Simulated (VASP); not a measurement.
Crystal: AlN.

```
CELL_PARAMETERS angstrom
-1.56510 -8.13251 5.01802
1.56510 8.13251 5.01802
-7.82551 2.71084 -5.01802
ATOMIC_POSITIONS crystal
Al 0.83038 0.37124 0.70813
Al 0.57420 0.25058 0.33432
Al 0.57153 0.49183 0.58525
Al 0.82362 0.61862 0.95503
Al 0.32889 0.37650 0.21162
Al 0.83244 0.87384 0.21482
Al 0.33469 0.62405 0.45228
Al 0.83217 0.12645 0.45905
Al 0.32774 0.86910 0.70553
Al 0.07880 0.24226 0.82875
Al 0.58671 0.75389 0.83358
Al 0.08727 0.51281 0.08806
Al 0.57698 0.99971 0.08246
Al 0.07967 0.74714 0.33597
Al 0.07939 0.99563 0.57912
Al 0.32770 0.11996 0.96137
Al 0.17224 0.75003 0.92419
Al 0.93302 0.63379 0.54068
Al 0.91229 0.86745 0.78260
Al 0.15211 0.99331 0.16208
Al 0.65994 0.74921 0.41203
Al 0.16454 0.24921 0.41804
Al 0.66328 0.00044 0.66727
Al 0.16412 0.49508 0.66625
Al 0.66197 0.24503 0.90925
Al 0.41259 0.62996 0.03504
Al 0.91374 0.12534 0.04215
Al 0.41509 0.87333 0.29002
Al 0.91246 0.36991 0.29132
Al 0.41143 0.12392 0.53682
Al 0.42418 0.38538 0.79885
Al 0.67240 0.50216 0.16670
N 0.01516 0.56518 0.71032
N 0.77094 0.43874 0.33696
N 0.78324 0.69604 0.58525
N 0.02814 0.82271 0.96542
N 0.52951 0.56809 0.21471
N 0.01937 0.06366 0.20530
N 0.51907 0.81944 0.45737
N 0.02559 0.31789 0.45513
N 0.52566 0.06523 0.70784
N 0.27695 0.44618 0.83035
N 0.77155 0.93525 0.82881
N 0.27028 0.68450 0.08236
N 0.77769 0.19164 0.08266
N 0.27766 0.94505 0.33277
N 0.27409 0.19788 0.58519
N 0.53394 0.31848 0.96778
N 0.84935 0.44078 0.91040
N 0.61074 0.31337 0.54519
N 0.60925 0.57053 0.79610
N 0.85317 0.68371 0.15945
N 0.35461 0.42788 0.41871
N 0.84899 0.92863 0.40615
N 0.36192 0.69762 0.67049
N 0.84419 0.19055 0.67029
N 0.36429 0.93977 0.92308
N 0.10460 0.31718 0.04516
N 0.60682 0.81698 0.03885
N 0.10228 0.56100 0.28310
N 0.60441 0.06770 0.29020
N 0.11645 0.81451 0.54160
N 0.10753 0.06110 0.79184
N 0.35849 0.19398 0.17633
```

| Property | Result |
| --- | --- |
| Program | VASP 6.6.1 |
| Task | relaxation of the atoms |
| Functional | PBE |
| Potentials or basis | VASP PAW PBE potentials, release 64 (Al, N) |
| Cutoff | 520 eV |
| k mesh | 2 × 2 × 2, shifted |
| Occupations | gaussian, width 0.02 eV |
| Spin | no spin polarisation |

At the start: pressure 1.1 GPa; volume 10.65 Å³/atom.

**Question.** Where does the relaxation end?

**Answer.** Over 15 steps the energy falls by 49.6 meV/atom at a fixed cell; space group P1 (No. 1, to 0.1 Å) before, P6_3mc (No. 186, to 0.1 Å).

Step by step:
```
step  energy change (eV)  largest force (eV/Å)  pressure (GPa)
   1              0.0000                3.3274            1.07
   2             -1.9267                2.1899            0.14
   3             -2.6959                1.0889           -0.18
   4             -3.0425                0.4162           -0.26
   5             -3.0494                0.3802           -0.27
   6             -3.1319                0.2215           -0.28
   7             -3.1372                0.2255           -0.28
   8             -3.1643                0.1531           -0.29
   9             -3.1648                0.1848           -0.29
  10             -3.1730                0.0748           -0.29
  11             -3.1730                0.0810           -0.29
  12             -3.1762                0.0347           -0.29
  13             -3.1763                0.0393           -0.29
  14             -3.1769                0.0305           -0.29
  15             -3.1769                0.0237           -0.29
```

Final structure:
```
Al N
1.0
    -1.56510   -8.13251    5.01802
     1.56510    8.13251    5.01802
    -7.82551    2.71084   -5.01802
Al N
32 32
Cartesian
  -6.2583 -1.8006 2.5004
  -3.1288 -1.8002 2.4987
  -4.6931 0.9111 2.4991
  -7.8241 0.9107 2.5002
  -1.5629 0.9114 2.4997
  -1.5636 0.9115 7.5174
  -3.1273 3.6220 2.5002
  -4.6928 -4.5112 2.5001
  -4.6940 6.3309 2.5000
  -6.2570 3.6203 -2.5188
  -6.2587 3.6204 2.4992
  0.0025 3.6202 2.4989
  0.0028 3.6212 7.5174
  -1.5631 6.3327 2.4991
  -3.1283 9.0417 2.4991
  -7.8245 0.9111 -2.5175
  -6.2577 7.2363 -0.0088
  -4.6934 -0.8981 5.0078
  -6.2577 1.8129 5.0087
  0.0014 7.2372 5.0086
  -3.1285 1.8136 5.0082
  -3.1276 1.8135 -0.0095
  -4.6923 4.5243 5.0094
  -4.6940 4.5239 -0.0087
  -7.8233 -0.8974 -0.0086
  0.0020 1.8143 5.0088
  -1.5613 -6.3190 5.0080
  -1.5617 4.5252 5.0086
  -3.1283 -3.6077 5.0081
  -4.6943 -0.8968 -0.0094
  -6.2588 1.8138 -0.0099
  -1.5632 -0.8961 5.0084
  -4.6938 6.3313 -0.6033
  -3.1279 -1.8006 4.4130
  -4.6934 0.9094 4.4125
  -6.2592 9.0436 -0.6037
  -1.5632 0.9114 4.4138
  -1.5622 0.9113 -0.6044
  -3.1268 3.6212 4.4147
  -3.1284 3.6207 -0.6038
  -6.2589 -1.8011 -0.6036
  -6.2587 3.6208 -0.6046
  -6.2570 3.6201 4.4139
  0.0034 3.6216 4.4139
  -1.5628 -4.5115 4.4142
  -1.5637 6.3328 4.4136
  -4.6932 0.9103 -0.6041
  -7.8240 0.9098 -0.6033
  -7.8233 -0.8968 1.9054
  -4.6942 -0.8963 1.9049
  -6.2592 1.8135 1.9047
  -1.5630 -0.8958 6.9231
  -3.1279 1.8151 1.9052
  -3.1283 1.8142 6.9228
  -4.6935 4.5238 1.9055
  -6.2573 -3.6073 1.9058
  -6.2588 7.2363 1.9055
  0.0032 1.8129 1.9044
  0.0020 1.8139 6.9232
  -1.5619 4.5249 1.9046
  -3.1276 -3.6079 1.9052
  -3.1291 7.2344 1.9044
  -6.2585 1.8129 -3.1128
  -1.5641 -0.8959 1.9050
```
